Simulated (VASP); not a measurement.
# Sr (Im-3m) in VASP: notebook

Runs on Sr. Level: PBE. Tasks: single point, relaxation of cell and atoms.

All numbers are computed with VASP 6.6.1; they aren't measurements. Logs are shortened: lines on timing, memory, paths and dates and some standing lists are left out, and cuts for length are marked.

## (1) The cell of the first run

It takes space group Im-3m (No. 229, cubic). The conventional cell has a = 4.750 Å, b = 4.750 Å, c = 4.750 Å, α = 90.00°, β = 90.00°, γ = 90.00°. Within 5.4 Å of Sr (site symmetry m-3m) lie 14 Sr at 4.11 to 4.75 Å.

This isn't the form of Sr at room conditions, which is fcc.

## (2) Single point, PBE

INCAR

```
SYSTEM = Sr
PREC = Accurate
ENCUT = 520
EDIFF = 1E-7
ISMEAR = 0
SIGMA = 0.15
LREAL = .False.
LASPH = .True.
NELM = 60
ALGO = Normal
ISIF = 2
LWAVE = .False.
LCHARG = .True.
GGA = PE
LELF = .True.
LVHAR = .True.
NBANDS = 11
```

KPOINTS

```
regular mesh
0
Gamma
  18 18 18
  0 0 0
```

POSCAR

```
Sr
1.0
   -2.3752254294      2.3752254294      2.3752254294
    2.3752254294     -2.3752254294      2.3752254294
    2.3752254294      2.3752254294     -2.3752254294
Sr
1
Direct
    0.0000000000      0.0000000000      0.0000000000
```

Potentials or basis: VASP PAW PBE potentials, release 64 (Sr_sv).

On the command line:

```
> cat potpaw_PBE.64/Sr_sv/POTCAR > POTCAR
> mpirun -np 1 vasp_std > vasp.out
```

OUTCAR:

```text
SYSTEM = Sr
   PREC = Accurate
   ENCUT = 520
   EDIFF = 1E-7
   ISMEAR = 0
   LREAL = .False.
   LASPH = .True.
   NELM = 60
   ISIF = 2
   GGA = PE

 ion  position               nearest neighbor table
   1  0.000  0.000  0.000-

  LATTYP: Found a body centered cubic cell.
 ALAT       =     4.7504508588

  Lattice vectors:

 A1 = (  -2.3752254294,   2.3752254294,   2.3752254294)
 A2 = (   2.3752254294,  -2.3752254294,   2.3752254294)
 A3 = (   2.3752254294,   2.3752254294,  -2.3752254294)

Analysis of symmetry for initial positions (statically):
=====================================================================
 Subroutine PRICEL returns:
 Original cell was already a primitive cell.

 Routine SETGRP: Setting up the symmetry group for a
 body centered cubic supercell.

 Subroutine GETGRP returns: Found 48 space group operations
 (whereof 48 operations were pure point group operations)
 out of a pool of 48 trial point group operations.

The static configuration has the point symmetry O_h .

Analysis of symmetry for dynamics (positions and initial velocities):
=====================================================================
 Subroutine PRICEL returns:
 Original cell was already a primitive cell.

 Routine SETGRP: Setting up the symmetry group for a
 body centered cubic supercell.

 Subroutine GETGRP returns: Found 48 space group operations
 (whereof 48 operations were pure point group operations)
 out of a pool of 48 trial point group operations.

The dynamic configuration has the point symmetry O_h .

 Subroutine INISYM returns: Found 48 space group operations
 (whereof 48 operations are pure point group operations),
 and found     1 'primitive' translations

----------------------------------------------------------------------------------------

                                     Primitive cell

  volume of cell :      53.6012

  direct lattice vectors                    reciprocal lattice vectors
    -2.375225429  2.375225429  2.375225429     0.000000000  0.210506335  0.210506335
     2.375225429 -2.375225429  2.375225429     0.210506335  0.000000000  0.210506335
     2.375225429  2.375225429 -2.375225429     0.210506335  0.210506335  0.000000000

  length of vectors
     4.114011123  4.114011123  4.114011123     0.297700914  0.297700914  0.297700914

  position of ions in fractional coordinates (direct lattice)
     0.000000000  0.000000000  0.000000000

  ion indices of the primitive-cell ions
   primitive index   ion index
                 1           1

----------------------------------------------------------------------------------------

 KPOINTS: regular mesh

Automatic generation of k-mesh.
 Grid dimensions read from file:
 generate k-points for:   18   18   18

 Generating k-lattice:

  Cartesian coordinates                     Fractional coordinates (reciprocal lattice)
     0.000000000  0.011694796  0.011694796     0.055555556  0.000000000  0.000000000
     0.011694796  0.000000000  0.011694796     0.000000000  0.055555556  0.000000000
     0.011694796  0.011694796  0.000000000     0.000000000  0.000000000  0.055555556

  Length of vectors
     0.016538940  0.016538940  0.016538940

  Shift w.r.t. Gamma in fractional coordinates (k-lattice)
     0.000000000  0.000000000  0.000000000

 Subroutine IBZKPT returns following result:
 ===========================================

 Found    195 irreducible k-points:

 Following reciprocal coordinates:
            Coordinates               Weight
  0.000000  0.000000  0.000000      1.000000
  0.055556  0.000000  0.000000     12.000000
  0.111111  0.000000  0.000000     12.000000
  0.166667  0.000000  0.000000     12.000000
  0.222222  0.000000  0.000000     12.000000
  0.277778  0.000000  0.000000     12.000000
[... 16 lines left out ...]
  0.333333  0.111111  0.000000     48.000000
  0.388889  0.111111 -0.000000     48.000000
 [... further k-points ...]
   k-points           NKPTS =    195   k-points in BZ     NKDIM =    195   number of bands    NBANDS=     11
   number of dos      NEDOS =    301   number of ions     NIONS =      1
   total plane-waves  NPLWV =  32768
   dimension x,y,z NGX =    32 NGY =   32 NGZ =   32
   dimension x,y,z NGXF=    64 NGYF=   64 NGZF=   64
   ions per type =               1
   NGX,Y,Z   is equivalent  to a cutoff of  12.93, 12.93, 12.93 a.u.
   NGXF,Y,Z  is equivalent  to a cutoff of  25.86, 25.86, 25.86 a.u.
 SYSTEM =  Sr
   PREC   = accura    normal or accurate (medium, high low for compatibility)
   ISTART =      0    job   : 0-new  1-cont  2-samecut
   ICHARG =      2    charge: 1-file 2-atom 10-const
   ISPIN  =      1    spin polarized calculation?
   LNONCOLLINEAR =      F non collinear calculations
   LSORBIT =      F    spin-orbit coupling
   LASPH  =      T    aspherical Exc in radial PAW
   ENCUT  =  520.0 eV  38.22 Ry    6.18 a.u.   7.65  7.65  7.65*2*pi/ulx,y,z
   NELM   =     60;   NELMIN=  2; NELMDL= -5     # of ELM steps
   EDIFF  = 0.1E-06   stopping-criterion for ELM
   LREAL  =      F    real-space projection
   EDIFFG = 0.1E-05   stopping-criterion for IOM
   NSW    =      0    number of steps for IOM
   IBRION =     -1    ionic relax: 0-MD 1-quasi-New 2-CG
   NFREE  =      0    steps in history (QN), initial steepest desc. (CG)
   ISIF   =      2    stress and relaxation
   ISYM   =      2    0-nonsym 1-usesym 2-fastsym
   POTIM  = 0.5000    time-step for ionic-motion
   TEBEG  =    0.0;   TEEND  =   0.0 temperature during run
   PSTRESS=    0.0 pullay stress
   NELECT =      10.0000    total number of electrons
   NUPDOWN=      -1.0000    fix difference up-down
   EMIN   =  10.00;   EMAX   =-10.00  energy-range for DOS
   EFERMI =   0.00;   METHOD = LEGACY
   ISMEAR =     0;   SIGMA  =   0.15  broadening in eV -4-tet -1-fermi 0-gaus
   EFERMI_NEDOS =   21; number of points for ismear=-14 and -15
   IALGO  =     38    algorithm
   IMIX   =      4    mixing-type and parameters
     AMIX     =   0.40;   BMIX     =  1.00
     AMIX_MAG =   1.60;   BMIX_MAG =  1.00
  volume/ion in A,a.u.               =      53.60       361.72
  Fermi-wavevector in a.u.,A,eV,Ry     =   0.935442  1.767728 11.905791  0.875051
  Thomas-Fermi vector in A             =   2.062349
   LORBIT       =      0    0 simple, 1 ext, 2 COOP (PROOUT), +10 PAW based schemes
   GGA     = PE    functional components
   LHFCALC =     F    Hartree Fock is set to
   AEXX    =    0.0000 exact exchange contribution
   IVDW    =     0    specifies the selected vdW correction
   LEPSILON=     F    determine dielectric tensor
   LRPA    =     F    only Hartree local field effects (RPA)
 non-spin polarized calculation
 Gauss-broadening in eV      SIGMA  =   0.15
  energy-cutoff  :      520.00
  volume of cell :       53.60
 maximum number of plane-waves:      1481
   NGX = 15   NGY = 15   NGZ = 15

 number of electron      10.0000000 magnetization

 Free energy of the ion-electron system (eV)
  ---------------------------------------------------
  ext. energy  EPLUGINS =         0.00000000
  ---------------------------------------------------
  free energy    TOTEN  =        -1.63812117 eV

  energy without entropy =       -1.62488281  energy(sigma->0) =       -1.63150199

 E-fermi :   1.6750     XC(G=0):  -7.4258

 val. band max:        1.6672197341   @ k =  -0.4444   0.5000   0.3333
 cond. band min:       1.6840228181   @ k =  -0.4444  -0.4444   0.2778
 fundamental gap:      0.0168030840
 Fermi energy:         1.6750367956

 k-point     1 :       0.0000    0.0000    0.0000
  band No.  band energies     occupation
      1     -34.8902      2.00000
      2     -16.7716      2.00000
      3     -16.7716      2.00000
      4     -16.7716      2.00000
      5      -2.0054      2.00000
      6       4.0811      0.00000
      7       4.0811      0.00000
      8       4.0811      0.00000
      9       5.4310      0.00000
     10       5.4310      0.00000
     11       9.8443      0.00000

 k-point     2 :       0.0556    0.0000    0.0000
  band No.  band energies     occupation
      1     -34.8897      2.00000
      2     -16.7784      2.00000
      3     -16.7738      2.00000
      4     -16.7716      2.00000
      5      -1.9513      2.00000
      6       4.0311      0.00000
      7       4.0502      0.00000
      8       4.1335      0.00000
      9       5.3494      0.00000
     10       5.4273      0.00000
     11       9.9047      0.00000

 k-point     3 :       0.1111    0.0000    0.0000
  band No.  band energies     occupation
      1     -34.8882      2.00000
      2     -16.7978      2.00000
      3     -16.7801      2.00000
      4     -16.7716      2.00000
      5      -1.7912      2.00000
      6       3.8951      0.00000
      7       3.9283      0.00000
      8       4.2901      0.00000
      9       5.1948      0.00000
     10       5.4220      0.00000
     11      10.0471      0.00000

 k-point     4 :       0.1667    0.0000    0.0000
  band No.  band energies     occupation
      1     -34.8859      2.00000
      2     -16.8273      2.00000
      3     -16.7898      2.00000
      4     -16.7717      2.00000
      5      -1.5324      2.00000
      6       3.6740      0.00000
      7       3.7057      0.00000
      8       4.5476      0.00000
      9       5.1155      0.00000
     10       5.4280      0.00000
     11      10.1170      0.00000
[... 239 lines left out ...]
 k-point    22 :       0.2778    0.1111    0.0000
  band No.  band energies     occupation
      1     -34.8766      2.00000
      2     -16.9354      2.00000
      3     -16.8294      2.00000
      4     -16.7809      2.00000
      5      -0.1825      2.00000
      6       2.5642      0.00000
      7       3.0490      0.00000
      8       5.1333      0.00000
      9       5.7876      0.00000
     10       5.9593      0.00000
     11       8.3868      0.00000

 k-point    23 :       0.3333    0.1111    0.0000
  band No.  band energies     occupation
      1     -34.8744      2.00000
      2     -16.9591      2.00000
      3     -16.8409      2.00000
      4     -16.7812      2.00000
      5       0.2700      2.00000
      6       2.2683      0.00000
      7       2.9270      0.00000
      8       5.1895      0.00000
      9       5.8342      0.00000
     10       6.4700      0.00000
     11       7.9194      0.00000

 k-point    24 :       0.3889    0.1111   -0.0000
  band No.  band energies     occupation
      1     -34.8730      2.00000
      2     -16.9744      2.00000
      3     -16.8485      2.00000
      4     -16.7813      2.00000
      5       0.6531      2.00000
      6       2.0234      0.00102
      7       2.8501      0.00000
      8       5.1683      0.00000
      9       5.9000      0.00000
     10       6.9554      0.00000
     11       7.5904      0.00000

 [... further k-points ...]
[... 5 lines left out ...]
  --------------------------------------------------------------------------------------
  -------------------------------------------------------------------------------------
  Total        0.0275588      0.0275588      0.0275588     -0.0000000     -0.0000000      0.0000000
  in kB        0.8237527      0.8237527      0.8237527     -0.0000000     -0.0000000      0.0000000
  external PRESSURE =       0.8237527 kB  Pullay stress =       0.0000000 kB

 VOLUME and BASIS-vectors are now :
 -----------------------------------------------------------------------------
  energy-cutoff  :      520.00
  volume of cell :       53.60
      direct lattice vectors                 reciprocal lattice vectors
    -2.375225429  2.375225429  2.375225429     0.000000000  0.210506335  0.210506335
     2.375225429 -2.375225429  2.375225429     0.210506335  0.000000000  0.210506335
     2.375225429  2.375225429 -2.375225429     0.210506335  0.210506335  0.000000000

 POSITION                                       TOTAL-FORCE (eV/Angst)
 -----------------------------------------------------------------------------------
      0.00000      0.00000      0.00000         0.000000     -0.000000      0.000000
 -----------------------------------------------------------------------------------
    total drift:                                0.000000      0.000000     -0.000000

  FREE ENERGIE OF THE ION-ELECTRON SYSTEM (eV)
  ---------------------------------------------------
  free  energy   TOTEN  =        -1.6381211742 eV

  energy  without entropy=       -1.6248828059  energy(sigma->0) =       -1.63150199
```

Wall time 48 s (1 thread of Intel Xeon Platinum 8488C (Sapphire Rapids), shared host); peak memory 0.25 GiB.

Results:

```yaml
Free_energy: -1.6381 eV
Pressure: 0.1 GPa
Band_gap_on_the_k_mesh: zero (bands 5 and 6 overlap by 0.47 eV)
```

Levels at points of the mesh, in eV from the Fermi level:
```
           k point  band 2  band 3  band 4  band 5  band 6  band 7  band 8  band 9
(0.00, 0.00, 0.00)  -18.45  -18.45  -18.45   -3.68    2.41    2.41    2.41    3.76
(0.50, 0.00, 0.00)  -18.66  -18.52  -18.45   -1.02    0.26    1.22    3.58    4.27
(0.50, 0.50, 0.50)  -18.60  -18.60  -18.60   -0.17   -0.17    3.72    3.72    3.72
```

[end of part 1 of 2]
